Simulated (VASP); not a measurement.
# HfS2 (P-3m1) in VASP: further runs, part 2 of 2

VASP 6.6.1.

### Step 3. Single point, PBE+D3(BJ)

This run uses another cell than the first one, of 17.52 Å³/atom.

INCAR

```
SYSTEM = HfS2
PREC = Accurate
ENCUT = 500
EDIFF = 1E-6
ISMEAR = 0
SIGMA = 0.02
LREAL = .False.
LASPH = .True.
NELM = 120
ALGO = Normal
ISIF = 2
LWAVE = .False.
LCHARG = .False.
GGA = PE
IVDW = 12
NBANDS = 18
GGA_COMPAT = .False.
```

KPOINTS

```
Automatic mesh
0
Gamma
  12 12 8
  0 0 0
```

POSCAR

```
HfS2
1.0
    3.4122066623      0.0000000000      0.0000000000
   -1.7061033312      2.9550576525      0.0000000000
    0.0000000000      0.0000000000      5.2140006191
Hf S
1 2
Direct
    0.0000000000      0.0000000000      0.0000000000
    0.3333333333      0.6666666667      0.2861416475
    0.6666666667      0.3333333333      0.7138583525
```

Potentials or basis: VASP PAW PBE potentials, release 64 (Hf_pv, S).

The run is started by

```bash
$ cat potpaw_PBE.64/Hf_pv/POTCAR potpaw_PBE.64/S/POTCAR > POTCAR
$ mpirun -np 1 vasp_std > vasp.out
```

OUTCAR:

```text
SYSTEM = HfS2
   PREC = Accurate
   ENCUT = 500
   EDIFF = 1E-6
   ISMEAR = 0
   LREAL = .False.
   LASPH = .True.
   NELM = 120
   ISIF = 2
   GGA = PE
   IVDW = 12
 IVDW          = 12

 ion  position               nearest neighbor table
   1  0.000  0.000  0.000-   2 2.47   3 2.47   3 2.47   2 2.47   3 2.47   2 2.47
   2  0.333  0.667  0.286-   1 2.47   1 2.47   1 2.47
   3  0.667  0.333  0.714-   1 2.47   1 2.47   1 2.47

  LATTYP: Found a hexagonal cell.
 ALAT       =     3.4122066623
 C/A-ratio  =     1.5280436196

  Lattice vectors:

 A1 = (   3.4122066623,   0.0000000000,   0.0000000000)
 A2 = (  -1.7061033312,   2.9550576525,   0.0000000000)
 A3 = (   0.0000000000,   0.0000000000,   5.2140006191)

Analysis of symmetry for initial positions (statically):
=====================================================================
 Subroutine PRICEL returns:
 Original cell was already a primitive cell.

 Routine SETGRP: Setting up the symmetry group for a
 hexagonal supercell.

 Subroutine GETGRP returns: Found 12 space group operations
 (whereof 12 operations were pure point group operations)
 out of a pool of 24 trial point group operations.

The static configuration has the point symmetry D_3d.

Analysis of symmetry for dynamics (positions and initial velocities):
=====================================================================
 Subroutine PRICEL returns:
 Original cell was already a primitive cell.

 Routine SETGRP: Setting up the symmetry group for a
 hexagonal supercell.

 Subroutine GETGRP returns: Found 12 space group operations
 (whereof 12 operations were pure point group operations)
 out of a pool of 24 trial point group operations.

The dynamic configuration has the point symmetry D_3d.

 Subroutine INISYM returns: Found 12 space group operations
 (whereof 12 operations are pure point group operations),
 and found     1 'primitive' translations

----------------------------------------------------------------------------------------

                                     Primitive cell

  volume of cell :      52.5742

  direct lattice vectors                    reciprocal lattice vectors
     3.412206662  0.000000000  0.000000000     0.293065485  0.169201437  0.000000000
    -1.706103331  2.955057652  0.000000000     0.000000000  0.338402873  0.000000000
     0.000000000  0.000000000  5.214000619     0.000000000  0.000000000  0.191791308

  length of vectors
     3.412206662  3.412206662  5.214000619     0.338402873  0.338402873  0.191791308

  position of ions in fractional coordinates (direct lattice)
     0.000000000  0.000000000  0.000000000
     0.333333333  0.666666667  0.286141648
     0.666666667  0.333333333  0.713858352

  ion indices of the primitive-cell ions
   primitive index   ion index
                 1           1
                 2           2
                 3           3

----------------------------------------------------------------------------------------

 KPOINTS: Automatic mesh

Automatic generation of k-mesh.
 Grid dimensions read from file:
 generate k-points for:   12   12    8

 Generating k-lattice:

  Cartesian coordinates                     Fractional coordinates (reciprocal lattice)
     0.024422124  0.014100120  0.000000000     0.083333333 -0.000000000  0.000000000
     0.000000000  0.028200239  0.000000000     0.000000000  0.083333333  0.000000000
     0.000000000  0.000000000  0.023973914     0.000000000  0.000000000  0.125000000

  Length of vectors
     0.028200239  0.028200239  0.023973914

  Shift w.r.t. Gamma in fractional coordinates (k-lattice)
     0.000000000  0.000000000  0.000000000

 Subroutine IBZKPT returns following result:
 ===========================================

 Found    131 irreducible k-points:

 Following reciprocal coordinates:
            Coordinates               Weight
  0.000000  0.000000  0.000000      1.000000
  0.083333 -0.000000  0.000000      6.000000
  0.166667  0.000000  0.000000      6.000000
  0.250000  0.000000  0.000000      6.000000
  0.333333  0.000000  0.000000      6.000000
  0.416667  0.000000  0.000000      6.000000
[... 16 lines left out ...]
  0.166667  0.000000  0.125000      6.000000
  0.000000  0.166667  0.125000      6.000000
 [... further k-points ...]
   k-points           NKPTS =    131   k-points in BZ     NKDIM =    131   number of bands    NBANDS=     18
   number of dos      NEDOS =    301   number of ions     NIONS =      3
   total plane-waves  NPLWV =  31360
   dimension x,y,z NGX =    28 NGY =   28 NGZ =   40
   dimension x,y,z NGXF=    56 NGYF=   56 NGZF=   80
   ions per type =               1   2
   NGX,Y,Z   is equivalent  to a cutoff of  13.64, 13.64, 12.75 a.u.
   NGXF,Y,Z  is equivalent  to a cutoff of  27.28, 27.28, 25.51 a.u.
 SYSTEM =  HfS2
   PREC   = accura    normal or accurate (medium, high low for compatibility)
   ISTART =      0    job   : 0-new  1-cont  2-samecut
   ICHARG =      2    charge: 1-file 2-atom 10-const
   ISPIN  =      1    spin polarized calculation?
   LNONCOLLINEAR =      F non collinear calculations
   LSORBIT =      F    spin-orbit coupling
   LASPH  =      T    aspherical Exc in radial PAW
   ENCUT  =  500.0 eV  36.75 Ry    6.06 a.u.   6.22  6.22  9.51*2*pi/ulx,y,z
   NELM   =    120;   NELMIN=  2; NELMDL= -5     # of ELM steps
   EDIFF  = 0.1E-05   stopping-criterion for ELM
   LREAL  =      F    real-space projection
   EDIFFG = 0.1E-04   stopping-criterion for IOM
   NSW    =      0    number of steps for IOM
   IBRION =     -1    ionic relax: 0-MD 1-quasi-New 2-CG
   NFREE  =      0    steps in history (QN), initial steepest desc. (CG)
   ISIF   =      2    stress and relaxation
   ISYM   =      2    0-nonsym 1-usesym 2-fastsym
   POTIM  = 0.5000    time-step for ionic-motion
   TEBEG  =    0.0;   TEEND  =   0.0 temperature during run
   PSTRESS=    0.0 pullay stress
   NELECT =      22.0000    total number of electrons
   NUPDOWN=      -1.0000    fix difference up-down
   EMIN   =  10.00;   EMAX   =-10.00  energy-range for DOS
   EFERMI =   0.00;   METHOD = LEGACY
   ISMEAR =     0;   SIGMA  =   0.02  broadening in eV -4-tet -1-fermi 0-gaus
   EFERMI_NEDOS =   21; number of points for ismear=-14 and -15
   IALGO  =     38    algorithm
   IMIX   =      4    mixing-type and parameters
     AMIX     =   0.40;   BMIX     =  1.00
     AMIX_MAG =   1.60;   BMIX_MAG =  1.00
  volume/ion in A,a.u.               =      17.52       118.26
  Fermi-wavevector in a.u.,A,eV,Ry     =   1.224499  2.313967 20.400530  1.499397
  Thomas-Fermi vector in A             =   2.359571
   LORBIT       =      0    0 simple, 1 ext, 2 COOP (PROOUT), +10 PAW based schemes
   GGA     = PE    functional components
   LHFCALC =     F    Hartree Fock is set to
   AEXX    =    0.0000 exact exchange contribution
   IVDW    =    12    specifies the selected vdW correction
   LEPSILON=     F    determine dielectric tensor
   LRPA    =     F    only Hartree local field effects (RPA)
 non-spin polarized calculation
 Gauss-broadening in eV      SIGMA  =   0.02
  energy-cutoff  :      500.00
  volume of cell :       52.57
 maximum number of plane-waves:      1357
 NGX is ok and might be reduce to    28
   NGX = 13   NGY = 13   NGZ = 19

 number of electron      22.0000002 magnetization

 Free energy of the ion-electron system (eV)
  ---------------------------------------------------
  ext. energy  EPLUGINS =         0.00000000
  ---------------------------------------------------
  free energy    TOTEN  =       -22.16323365 eV

  energy without entropy =      -22.16311899  energy(sigma->0) =      -22.16317632

 E-fermi :   6.4545     XC(G=0): -11.0004

 val. band max:        6.3679255069   @ k =   0.5000   0.0000   0.5000
 cond. band min:       6.4596036480   @ k =   0.0000   0.4167   0.3750
 fundamental gap:      0.0916781411
 Fermi energy:         6.4545042058

 k-point     1 :       0.0000    0.0000    0.0000
  band No.  band energies     occupation
      1     -24.4864      2.00000
      2     -24.2907      2.00000
      3     -24.2907      2.00000
      4      -8.4474      2.00000
      5      -5.5481      2.00000
      6      -0.3745      2.00000
[... 10 lines left out ...]
     17      11.2682      0.00000
     18      12.5785      0.00000
[... 466 lines left out ...]
      2     -24.3882      2.00000
      3     -24.3121      2.00000
      4      -7.9870      2.00000
      5      -5.7600      2.00000
      6       0.2495      2.00000
[... 10 lines left out ...]
     17      12.9183      0.00000
     18      14.3251      0.00000

 [... further k-points ...]

------------------------ aborting loop because EDIFF is reached ----------------------------------------

 Edisp (eV)   -1.28553

 E8    (eV) :    -0.5576

  FORCE on cell =-STRESS in cart. coord.  units (eV):
  Direction    XX          YY          ZZ          XY          YZ          ZX
  --------------------------------------------------------------------------------------
  -------------------------------------------------------------------------------------
  Total       4.76926     4.76926     4.74851    -0.00000     0.00000     0.00000
  in kB     145.34140   145.34140   144.70916    -0.00000     0.00000     0.00000
  external pressure =      145.13 kB  Pullay stress =        0.00 kB

 VOLUME and BASIS-vectors are now :
 -----------------------------------------------------------------------------
  energy-cutoff  :      500.00
  volume of cell :       52.57
      direct lattice vectors                 reciprocal lattice vectors
     3.412206662  0.000000000  0.000000000     0.293065485  0.169201437  0.000000000
    -1.706103331  2.955057652  0.000000000     0.000000000  0.338402873  0.000000000
     0.000000000  0.000000000  5.214000619     0.000000000  0.000000000  0.191791308

 POSITION                                       TOTAL-FORCE (eV/Angst)
 -----------------------------------------------------------------------------------
      0.00000      0.00000      0.00000        -0.000000      0.000000      0.000000
     -0.00000      1.97004      1.49194         0.000000      0.000000     -0.068718
      1.70610      0.98502      3.72206         0.000000     -0.000000      0.068718
 -----------------------------------------------------------------------------------
    total drift:                               -0.000000      0.000000      0.000000

  FREE ENERGIE OF THE ION-ELECTRON SYSTEM (eV)
  ---------------------------------------------------
  free  energy   TOTEN  =       -23.4487586854 eV

  energy  without entropy=      -23.4486440234  energy(sigma->0) =      -23.44870135
```

It took 84 s on 1 thread of Intel Xeon Platinum 8375C at 2.90GHz (Ice Lake), shared host; peak memory 0.27 GiB.

What came out:

* Free energy: -23.4488 eV
* Pressure: 14.5 GPa
* Largest force: 0.069 eV/Å
* Band gap on the k mesh: zero (bands 11 and 12 overlap by 0.32 eV)
* Dispersion energy per atom: -0.429 eV

Forces on the atoms (eV/Å):
```
Hf   0.000  0.000  0.000
S    0.000  0.000 -0.069
S    0.000  0.000  0.069
```

Caveat: the cell stands under pressure; spin-orbit coupling is left out, which moves the levels of the heavy elements.

### Step 4. Single point, PBE+D3(BJ)

This run uses another cell than the first one, of 18.42 Å³/atom.

INCAR

```
SYSTEM = HfS2
  PREC = Accurate
  ENCUT = 500
  EDIFF = 1E-6
  ISMEAR = 0
  SIGMA = 0.02
  LREAL = .FALSE.
  LASPH = .TRUE.
  NELM = 120
  ALGO = Normal
  ISIF = 2
  LWAVE = .FALSE.
  LCHARG = .FALSE.
  GGA = PE
  IVDW = 12
  NBANDS = 18
  GGA_COMPAT = .FALSE.
```

KPOINTS

```
regular mesh
0
G
  12 12 8
  0 0 0
```

POSCAR

```
HfS2
1.0
    3.4689584120      0.0000000000      0.0000000000
   -1.7344792060      3.0042061094      0.0000000000
    0.0000000000      0.0000000000      5.3025984762
Hf S
1 2
Direct
    0.0000000000      0.0000000000      0.0000000000
    0.3333333333      0.6666666667      0.2791941769
    0.6666666667      0.3333333333      0.7208058231
```

The run is started by

```bash
$ cat potpaw_PBE.64/Hf_pv/POTCAR potpaw_PBE.64/S/POTCAR > POTCAR
$ mpirun -np 1 vasp_std > vasp.out
```

Wall time 1.8 min (1 thread of Intel Xeon Platinum 8375C at 2.90GHz (Ice Lake), shared host); peak memory 0.27 GiB.

It converged, with:

* Free energy: -23.6543 eV
* Pressure: 9.4 GPa
* Largest force: 0.067 eV/Å
* Band gap on the k mesh: zero (bands 11 and 12 overlap by 0.01 eV)
* Dispersion energy per atom: -0.407 eV

Forces in eV/Å, atoms in the order of the input:
```
Hf   0.000  0.000  0.000
S    0.000  0.000 -0.067
S    0.000  0.000  0.067
```

Levels at points of the mesh, in eV from the Fermi level:
```tsv
k point	band 7	band 8	band 9	band 10	band 11	band 12	band 13	band 14	band 15	band 16
(0.00, 0.00, 0.00)	-3.50	-3.50	-0.53	-0.53	0.02	1.45	1.45	1.72	4.31	4.31
(0.50, 0.00, 0.00)	-3.83	-3.69	-3.12	-3.09	-2.32	0.14	3.99	4.25	5.79	6.30
(0.00, 0.00, 0.50)	-3.33	-3.33	-3.32	-1.04	-1.04	1.30	1.30	2.18	5.61	5.61
(0.50, 0.00, 0.50)	-5.12	-3.69	-3.33	-1.39	-1.16	0.01	3.94	4.29	4.67	4.98
```

Caveat: the cell stands under pressure; spin-orbit coupling is left out, which moves the levels of the heavy elements.

### Step 5. Summary

```csv
cell,gap on the mesh (eV),pressure (GPa),largest force (eV/Å)
"a = 3.363, b = 3.363, c = 5.153 Å, angles 90.0, 90.0, 120.0°, 3 atoms, atomic positions A",none,19.6,0.06
"a = 3.412, b = 3.412, c = 5.214 Å, angles 90.0, 90.0, 120.0°, 3 atoms, atomic positions B",none,14.5,0.07
"a = 3.469, b = 3.469, c = 5.303 Å, angles 90.0, 90.0, 120.0°, 3 atoms, atomic positions C",none,9.4,0.07
```

Alike in all rows: task single point; level PBE+D3(BJ); potentials or basis VASP PAW PBE potentials, release 64 (Hf_pv, S); no spin polarisation; k mesh 12 × 12 × 8; cutoff (eV) 500; smearing gaussian 0.02 eV.

Caveats: the cell stands under pressure; spin-orbit coupling is left out, which moves the levels of the heavy elements.

Absolute energies hang on the potentials; compare differences alone.

The gap in the log of VASP goes by the Fermi energy; the results here count the filled bands.